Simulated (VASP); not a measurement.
Cr: single point with PBEsol

Crystal: Cr.

```
Cr
1.0
     0.00000    1.76509    1.76509
     1.76509    0.00000    1.76509
     1.76509    1.76509    0.00000
Cr
1
Direct
  0.00000 0.00000 0.00000
```

This isn't the form of Cr at room conditions, which is bcc.

```yaml
Program: VASP 6.6.1
Task: single point
Functional: PBEsol
Potentials_or_basis: VASP PAW PBE potentials, release 64 (Cr_pv)
Cutoff: 520 eV
k_mesh: 17 × 17 × 17
Occupations: fermi-dirac, width 0.05 eV
Spin: collinear spin, ferromagnetic start
Starting_moments: "[1.5] μB"
```

The pressure is 10.9 GPa. The band gap on the k mesh is zero (filled and empty bands overlap), the net moment is 0.00 μB per cell and the valence electrons inside the program's atomic spheres are Cr 11.18.

Levels at points of the mesh, in eV from the Fermi level:
Spin up:
| k point | band 2 | band 3 | band 4 | band 5 | band 6 | band 7 | band 8 | band 9 | band 10 | band 11 |
| --- | --- | --- | --- | --- | --- | --- | --- | --- | --- | --- |
| (0.00, 0.00, 0.00) | -42.07 | -42.07 | -7.77 | -0.48 | -0.48 | -0.48 | 1.46 | 1.46 | 7.61 | 20.30 |
Spin down:
| k point | band 2 | band 3 | band 4 | band 5 | band 6 | band 7 | band 8 | band 9 | band 10 | band 11 |
| --- | --- | --- | --- | --- | --- | --- | --- | --- | --- | --- |
| (0.00, 0.00, 0.00) | -42.07 | -42.07 | -7.77 | -0.48 | -0.48 | -0.48 | 1.46 | 1.46 | 7.61 | 20.30 |

It took 26 s on 1 thread of Intel(R) Xeon(R) 6975P-C (Granite Rapids), with other jobs on the host, peak memory 0.16 GiB.

Caveat: the cell stands under pressure; an empty level that is flat over the whole mesh can mark a ghost state of the potentials, or a narrow d or f band; the PAW data sets were made with another functional, which shifts forces and pressure a little.
